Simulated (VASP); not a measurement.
# Cu (I4/mmm) in VASP: a series of runs

The runs below take Cu through single point, with PBEsol.

All numbers are computed with VASP 6.6.1; they aren't measurements. Logs are shortened: lines on timing, memory, paths and dates and some standing lists are left out, and cuts for length are marked.

**1. The cell of the first run**

It takes space group I4/mmm (No. 139, tetragonal). The conventional cell has a = 2.595 Å, b = 2.595 Å, c = 3.507 Å, α = 90.00°, β = 90.00°, γ = 90.00°. Within 3.3 Å of Cu (site symmetry 4/mmm) lie 12 Cu at 2.54 to 2.59 Å.

**2. Single point, PBEsol (strain +0.015 along x and y, -0.030 along z)**

The input, INCAR:

```
  ALGO = Normal
  EDIFF = 1E-6
  ENCUT = 520
  GGA = PS
  ISIF = 2
  ISMEAR = 0
  LASPH = T
  LCHARG = F
  LREAL = F
  LWAVE = F
  NBANDS = 12
  NELM = 100
  PREC = Accurate
  SIGMA = 0.15
```

The input, KPOINTS:

```
k-points
0
Gamma
  22 22 22
```

The input, POSCAR:

```
Cu
1.0
    0.0000000000      1.8346125000      1.7532750000
    1.8346125000      0.0000000000      1.7532750000
    1.8346125000      1.8346125000      0.0000000000
Cu
1
Direct
    0.0000000000      0.0000000000      0.0000000000
```

Potentials or basis: VASP PAW PBE potentials, release 64 (Cu).

Started as:

```
cat potpaw_PBE.64/Cu/POTCAR > POTCAR
mpirun -np 1 vasp_std > vasp.out
```

OUTCAR:

```text
EDIFF = 1E-6
   ENCUT = 520
   GGA = PS
   ISIF = 2
   ISMEAR = 0
   LASPH = T
   LREAL = F
   NELM = 100
   PREC = Accurate

 ion  position               nearest neighbor table
   1  0.000  0.000  0.000-

  LATTYP: Found a body centered tetragonal cell.
 ALAT       =     2.5945338792
 C/A-ratio  =     1.3515144389

  Lattice vectors:

 A1 = (   0.0000000000,  -1.8346125000,  -1.7532750000)
 A2 = (   0.0000000000,   1.8346125000,  -1.7532750000)
 A3 = (   1.8346125000,   0.0000000000,   1.7532750000)

Analysis of symmetry for initial positions (statically):
=====================================================================
 Subroutine PRICEL returns:
 Original cell was already a primitive cell.

 Routine SETGRP: Setting up the symmetry group for a
 body centered tetragonal supercell.

 Subroutine GETGRP returns: Found 16 space group operations
 (whereof 16 operations were pure point group operations)
 out of a pool of 16 trial point group operations.

The static configuration has the point symmetry D_4h.

Analysis of symmetry for dynamics (positions and initial velocities):
=====================================================================
 Subroutine PRICEL returns:
 Original cell was already a primitive cell.

 Routine SETGRP: Setting up the symmetry group for a
 body centered tetragonal supercell.

 Subroutine GETGRP returns: Found 16 space group operations
 (whereof 16 operations were pure point group operations)
 out of a pool of 16 trial point group operations.

The dynamic configuration has the point symmetry D_4h.

 Subroutine INISYM returns: Found 16 space group operations
 (whereof 16 operations are pure point group operations),
 and found     1 'primitive' translations

----------------------------------------------------------------------------------------

                                     Primitive cell

  volume of cell :      11.8024

  direct lattice vectors                    reciprocal lattice vectors
     0.000000000  1.834612500  1.753275000    -0.272537116  0.272537116  0.285180591
     1.834612500  0.000000000  1.753275000     0.272537116 -0.272537116  0.285180591
     1.834612500  1.834612500  0.000000000     0.272537116  0.272537116 -0.285180591

  length of vectors
     2.537671423  2.537671423  2.594533879     0.479458996  0.479458996  0.479458996

  position of ions in fractional coordinates (direct lattice)
     0.000000000  0.000000000  0.000000000

[... 75 lines left out ...]
   EDIFF  = 0.1E-05   stopping-criterion for ELM
   LREAL  =      F    real-space projection
   EDIFFG = 0.1E-04   stopping-criterion for IOM
   NSW    =      0    number of steps for IOM
   IBRION =     -1    ionic relax: 0-MD 1-quasi-New 2-CG
   NFREE  =      0    steps in history (QN), initial steepest desc. (CG)
   ISIF   =      2    stress and relaxation
   ISYM   =      2    0-nonsym 1-usesym 2-fastsym
   POTIM  = 0.5000    time-step for ionic-motion
   TEBEG  =    0.0;   TEEND  =   0.0 temperature during run
   PSTRESS=    0.0 pullay stress
   NELECT =      11.0000    total number of electrons
   NUPDOWN=      -1.0000    fix difference up-down
   EMIN   =  10.00;   EMAX   =-10.00  energy-range for DOS
   EFERMI =   0.00;   METHOD = LEGACY
   ISMEAR =     0;   SIGMA  =   0.15  broadening in eV -4-tet -1-fermi 0-gaus
   EFERMI_NEDOS =   21; number of points for ismear=-14 and -15
   IALGO  =     38    algorithm
   IMIX   =      4    mixing-type and parameters
     AMIX     =   0.40;   BMIX     =  1.00
     AMIX_MAG =   1.60;   BMIX_MAG =  1.00
  volume/ion in A,a.u.               =      11.80        79.65
  Fermi-wavevector in a.u.,A,eV,Ry     =   1.599126  3.021911 34.792893  2.557206
  Thomas-Fermi vector in A             =   2.696468
   LORBIT       =      0    0 simple, 1 ext, 2 COOP (PROOUT), +10 PAW based schemes
   GGA     = PS    functional components
   LHFCALC =     F    Hartree Fock is set to
   AEXX    =    0.0000 exact exchange contribution
   IVDW    =     0    specifies the selected vdW correction
   LEPSILON=     F    determine dielectric tensor
   LRPA    =     F    only Hartree local field effects (RPA)
 non-spin polarized calculation
 Gauss-broadening in eV      SIGMA  =   0.15
  energy-cutoff  :      520.00
  volume of cell :       11.80
 maximum number of plane-waves:       330
   NGX =  9   NGY =  9   NGZ =  9

 number of electron      11.0000005 magnetization

 Free energy of the ion-electron system (eV)
  ---------------------------------------------------
  ext. energy  EPLUGINS =         0.00000000
  ---------------------------------------------------
  free energy    TOTEN  =        -4.30063119 eV

  energy without entropy =       -4.29780078  energy(sigma->0) =       -4.29921598

 E-fermi :   7.3988     XC(G=0): -12.9116

 val. band max:        7.3983437741   @ k =   0.4545  -0.0000   0.3636
 cond. band min:       7.4046870780   @ k =   0.5000   0.2727   0.1364
 fundamental gap:      0.0063433039
 Fermi energy:         7.3987974575

 k-point     1 :       0.0000    0.0000    0.0000
  band No.  band energies     occupation
      1      -1.9848      2.00000
      2       4.3142      2.00000
      3       4.3142      2.00000
      4       4.5256      2.00000
      5       5.1008      2.00000
      6       5.3139      2.00000
      7      30.0367      0.00000
      8      32.5758      0.00000
      9      32.5758      0.00000
     10      32.7635      0.00000
     11      35.0402      0.00000
     12      35.1651      0.00000
[... 331 lines left out ...]
 k-point    24 :      -0.4545    0.0455    0.0000
  band No.  band energies     occupation
      1       2.3353      2.00000
      2       4.2669      2.00000
      3       4.4377      2.00000
      4       5.4291      2.00000
      5       5.7942      2.00000
      6       6.5626      2.00000
      7      11.4717      0.00000
      8      28.0208      0.00000
      9      28.4625      0.00000
     10      29.1486      0.00000
     11      32.2862      0.00000
     12      34.0079      0.00000

 [... further k-points ...]
[... 5 lines left out ...]
  --------------------------------------------------------------------------------------
  -------------------------------------------------------------------------------------
  Total       -0.4705402     -0.4705402     -0.3053037      0.0000000     -0.0000000      0.0000000
  in kB      -63.8761313    -63.8761313    -41.4451737      0.0000000     -0.0000000      0.0000000
  external PRESSURE =     -56.3991454 kB  Pullay stress =       0.0000000 kB

 VOLUME and BASIS-vectors are now :
 -----------------------------------------------------------------------------
  energy-cutoff  :      520.00
  volume of cell :       11.80
      direct lattice vectors                 reciprocal lattice vectors
     0.000000000  1.834612500  1.753275000    -0.272537116  0.272537116  0.285180591
     1.834612500  0.000000000  1.753275000     0.272537116 -0.272537116  0.285180591
     1.834612500  1.834612500  0.000000000     0.272537116  0.272537116 -0.285180591

 POSITION                                       TOTAL-FORCE (eV/Angst)
 -----------------------------------------------------------------------------------
      0.00000      0.00000      0.00000         0.000000     -0.000000      0.000000
 -----------------------------------------------------------------------------------
    total drift:                               -0.000000     -0.000000     -0.000000

  FREE ENERGIE OF THE ION-ELECTRON SYSTEM (eV)
  ---------------------------------------------------
  free  energy   TOTEN  =        -4.3006311904 eV

  energy  without entropy=       -4.2978007771  energy(sigma->0) =       -4.29921598
```

OSZICAR:

```text
N       E                     dE             d eps       ncg     rms          rms(c)
DAV:   1     0.417983812924E+02    0.41798E+02   -0.54388E+03 22164   0.153E+03
DAV:   2    -0.404008582124E+01   -0.45838E+02   -0.42263E+02 20660   0.204E+02
DAV:   3    -0.537489167347E+01   -0.13348E+01   -0.13209E+01 23292   0.397E+01
DAV:   4    -0.538318271642E+01   -0.82910E-02   -0.82899E-02 22720   0.277E+00
DAV:   5    -0.538325806227E+01   -0.75346E-04   -0.75345E-04 23576   0.268E-01    0.839E+00
DAV:   6    -0.477231862794E+01    0.61094E+00   -0.17696E+01 23732   0.797E+01    0.442E+00
DAV:   7    -0.431397965712E+01    0.45834E+00   -0.27759E+00 23700   0.315E+01    0.540E-01
DAV:   8    -0.430277800674E+01    0.11202E-01   -0.65324E-03 24024   0.146E+00    0.347E-01
DAV:   9    -0.430062500871E+01    0.21530E-02   -0.12277E-02 24520   0.189E+00    0.251E-02
DAV:  10    -0.430062991184E+01   -0.49031E-05   -0.41197E-05 29036   0.107E-01    0.604E-03
DAV:  11    -0.430063120370E+01   -0.12919E-05   -0.43385E-07 17200   0.113E-02    0.464E-04
DAV:  12    -0.430063119044E+01    0.13261E-07   -0.61339E-08 11772   0.284E-03
   1 F= -.43006312E+01 E0= -.42992160E+01  d E =-.283041E-02
```

It took 42 s on 1 thread of AMD EPYC 9R45 (Zen 5), shared host; peak memory 0.19 GiB.

Results:

```
Free energy : -4.3006 eV
Pressure    : -5.6 GPa
```

Levels at points of the mesh, in eV from the Fermi level:
| k point | band 4 | band 5 | band 6 | band 7 | band 8 | band 9 |
| --- | --- | --- | --- | --- | --- | --- |
| (0.00, 0.00, 0.00) | -2.87 | -2.30 | -2.08 | 22.64 | 25.18 | 25.18 |
| (0.50, 0.00, 0.00) | -1.66 | -1.57 | -1.02 | 3.76 | 20.70 | 21.31 |
| (0.50, 0.50, 0.00) | -1.47 | -1.47 | 2.14 | 7.92 | 12.34 | 12.34 |
| (0.50, 0.00, 0.50) | -1.55 | -1.42 | 1.15 | 6.72 | 13.40 | 13.47 |

Caveat: the cell differs from its parent crystal (strain +0.015 along x and y, -0.030 along z); the PAW data sets were made with another functional, which shifts forces and pressure a little.

**3. Single point, PBEsol (strain +0.015 along x and y, -0.015 along z)**

The input, INCAR:

```
SYSTEM = Cu
PREC = Accurate
ENCUT = 520
EDIFF = 1E-7
ISMEAR = 0
SIGMA = 0.15
LREAL = .False.
LASPH = .True.
NELM = 60
ALGO = Normal
ISIF = 2
LWAVE = .False.
LCHARG = .False.
GGA = PS
NBANDS = 12
```

The input, KPOINTS:

```
regular mesh
0
Gamma
  22 22 22
  0 0 0
```

The input, POSCAR:

```
Cu
1.0
    0.0000000000      1.8346125000      1.7803875000
    1.8346125000      0.0000000000      1.7803875000
    1.8346125000      1.8346125000      0.0000000000
Cu
1
Direct
    0.0000000000      0.0000000000      0.0000000000
```

Potentials or basis: VASP PAW PBE potentials, release 64 (Cu).

Started as:

```
cat potpaw_PBE.64/Cu/POTCAR > POTCAR
mpirun -np 1 vasp_std > vasp.out
```

Wall time 43 s (1 thread of AMD EPYC 9R45 (Zen 5), shared host); peak memory 0.19 GiB.

Results (log left out):

| Item | Value |
| --- | --- |
| Free energy | -4.2946 eV |
| Pressure | -7.7 GPa |

Stress tensor (GPa, compression positive):
```
-8.19  0.00  0.00
 0.00 -8.19  0.00
 0.00  0.00 -6.67
```

Levels at points of the mesh, in eV from the Fermi level:
| k point | band 2 | band 3 | band 4 | band 5 | band 6 | band 7 | band 8 | band 9 | band 10 | band 11 |
| --- | --- | --- | --- | --- | --- | --- | --- | --- | --- | --- |
| (0.00, 0.00, 0.00) | -3.01 | -3.01 | -2.87 | -2.23 | -2.09 | 22.50 | 24.96 | 24.96 | 25.06 | 27.41 |
| (0.50, 0.00, 0.00) | -3.07 | -2.92 | -1.63 | -1.57 | -0.98 | 3.68 | 20.75 | 21.32 | 22.55 | 24.44 |
| (0.50, 0.50, 0.00) | -4.34 | -1.62 | -1.45 | -1.45 | 1.92 | 7.54 | 12.47 | 12.47 | 17.03 | 19.57 |
| (0.50, 0.00, 0.50) | -4.33 | -1.61 | -1.51 | -1.42 | 1.28 | 6.75 | 13.15 | 13.21 | 17.62 | 20.25 |

Caveat: the cell differs from its parent crystal (strain +0.015 along x and y, -0.015 along z); the PAW data sets were made with another functional, which shifts forces and pressure a little.

[end of part 1 of 2]
